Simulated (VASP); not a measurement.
Set up this calculation in VASP 6.6.1, as the native input.

* Task: single point
* Functional: LDA
* Potentials or basis: VASP PAW LDA potentials, release 64 (Cd, Te)
* Cutoff: 500 eV
* k mesh: 2 × 2 × 2
* Occupations: gaussian, width 0.01 eV
* Spin: no spin polarisation
* Dipole correction: no
* Further INCAR settings: ALGO = Normal; EDIFF = 1e-06; NBANDS = 16

The structure of CdTe lies in POSCAR:

```
CdTe
1.0
    0.0000000000      3.2799551172      3.2799551172
    3.2799551172      0.0000000000      3.2799551172
    3.2799551172      3.2799551172      0.0000000000
Cd Te
1 1
Direct
    0.0000000000      0.0000000000      0.0000000000
    0.2500000000      0.2500000000      0.2500000000
```

The input as run:

INCAR

```
  ALGO = Normal
  EDIFF = 1E-6
  ENCUT = 500
  GGA = CA
  GGA_COMPAT = False
  ISIF = 2
  ISMEAR = 0
  LASPH = True
  LCHARG = False
  LREAL = False
  LWAVE = False
  NBANDS = 16
  NELM = 120
  PREC = Accurate
  SIGMA = 0.01
```

KPOINTS

```
k-points
0
Gamma
  2 2 2
```

Potentials or basis: VASP PAW LDA potentials, release 64 (Cd, Te).

The run is started by

```bash
$ cat potpaw_LDA.64/Cd/POTCAR potpaw_LDA.64/Te/POTCAR > POTCAR
$ mpirun -np 1 vasp_std > vasp.out
```

It gave:

The pressure is 0.9 GPa and the band gap on the k mesh is 0.25 eV, direct.

Caveat: the k points lie up to 0.83 Å⁻¹ apart; spin-orbit coupling is left out, which moves the levels of the heavy elements.

It used 8.6 s of CPU time on 1 thread of AMD EPYC 7R13 Processor (Zen 3), with other jobs on the host.
